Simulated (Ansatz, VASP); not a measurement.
**Two plane-wave programs on PtS2**

INCAR

```
ALGO = Normal
EDIFF = 1E-6
ENCUT = 520
GGA = PE
GGA_COMPAT = F
ISIF = 2
ISMEAR = 0
LASPH = T
LCHARG = F
LMAXMIX = 4
LORBIT = 11
LORBMOM = T
LREAL = F
LSORBIT = T
LWAVE = F
MAGMOM = 0 0 0 0 0 0 0 0 0
NBANDS = 35
NELM = 150
PREC = Accurate
SIGMA = 0.05
```

KPOINTS

```
k-points
0
Gamma
  8 8 4
```

File POSCAR:

```
PtS2
1.0
    3.5750232019      0.0000000000      0.0000000000
   -1.7875116009      3.0960609120      0.0000000000
    0.0000000000      0.0000000000      6.4298417778
Pt S
1 2
Direct
    0.0000000000      0.0000000000      0.0000000000
    0.3333333333      0.6666666667      0.2100346680
    0.6666666667      0.3333333333      0.8086283107
```

Input for Ansatz:

```yaml
crystal:
  lattice:
    - [3.5750232019, 0.0, 0.0]
    - [-1.7875116009, 3.096060912, 0.0]
    - [0.0, 0.0, 6.4298417778]
  atoms:
    - { symbol: Pt, position: [0.0, 0.0, 0.0] }
    - { symbol: S, position: [0.3333333333, 0.6666666667, 0.210034668] }
    - { symbol: S, position: [0.6666666667, 0.3333333333, 0.8086283107] }
basis:
  ecutwfc: 420
  ecutrho_ratio: 4
kpoints:
  mp_grid: { grid: [8, 8, 4] }
hamiltonian:
  xc: pbe
scf:
  occupations: { method: gaussian, width: 0.05 }
output:
  forces: true
  stress: true
  eigenvalues: true
  populations: true
  write_density: true
  write_potential: true
  elf: true
  volumetric_format: npy
magnetization:
  noncollinear: true
  spin_orbit: true
```

Alike in both runs: task single point; functional PBE; k mesh 8 × 8 × 4; occupations gaussian, width 0.05 eV; non-collinear spin, spin-orbit coupling.

```csv
,VASP,Ansatz
version,VASP 6.6.1,Ansatz 0.2.0
potentials or method,"VASP PAW PBE potentials, release 64 (Pt, S), cutoff 520 eV","plane waves, PAW"
valence electrons in the cell,22,30
```

```csv
,VASP,Ansatz,Ansatz less VASP
pressure (GPa),-3.5,-3.2,+0.23
"traceless stress, the component that is largest in VASP (GPa)",-0.69,-0.75,-0.065
rms of the force components (eV/Å),0.511,0.506,-0.0052
```

Atom by atom the forces differ by 0.009 eV/Å (rms over components). VASP's potentials hold 22 valence electrons a cell and Ansatz's 30, so a difference there can come from the potentials and not from the codes.
